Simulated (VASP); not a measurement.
Crystal: Ta.

```
Ta
1.0
    -1.65500    1.65500    1.65500
     1.65500   -1.65500    1.65500
     1.65500    1.65500   -1.65500
Ta
1
Direct
  0.00000 0.00000 0.00000
```

| Quantity | Value |
| --- | --- |
| Program | VASP 6.6.1 |
| Task | relaxation of cell and atoms |
| Functional | LDA |
| Potentials or basis | VASP PAW LDA potentials, release 64 (Ta_sv_GW) |
| Cutoff | 500 eV |
| k mesh | 24 × 24 × 24 |
| Occupations | gaussian, width 0.1 eV |
| Spin | no spin polarisation |

At the start: pressure -10.9 GPa; volume 18.13 Å³/atom.

Task: How do energy, volume and symmetry change on relaxing?

Result: Over 7 steps the energy falls by 33.6 meV/atom and the volume is 17.19 Å³/atom (-5.2 %); space group Im-3m (No. 229, to 0.05 Å).

Step by step:
| step | energy change (eV) | largest force (eV/Å) | pressure (GPa) | volume (Å³) |
| --- | --- | --- | --- | --- |
| 1 | 0.0000 | 0.0000 | -10.91 | 18.13 |
| 2 | 0.1889 | 0.0000 | 37.17 | 15.08 |
| 3 | -0.0335 | 0.0000 | -0.68 | 17.24 |
| 4 | -0.0336 | 0.0000 | -0.08 | 17.19 |
| 5 | -0.0336 | 0.0000 | 0.16 | 17.18 |
| 6 | -0.0336 | 0.0000 | -0.32 | 17.21 |
| 7 | -0.0336 | 0.0000 | 0.00 | 17.19 |

Final structure:
```cif
data_structure
_symmetry_space_group_name_H-M 'P 1'
_symmetry_Int_Tables_number 1
_cell_length_a 2.8159
_cell_length_b 2.8159
_cell_length_c 2.8159
_cell_angle_alpha 109.471
_cell_angle_beta 109.471
_cell_angle_gamma 109.471
_cell_volume 17.19
loop_
_atom_site_label
_atom_site_type_symbol
_atom_site_fract_x
_atom_site_fract_y
_atom_site_fract_z
_atom_site_occupancy
Ta1 Ta 0.00000 0.00000 0.00000 1
```
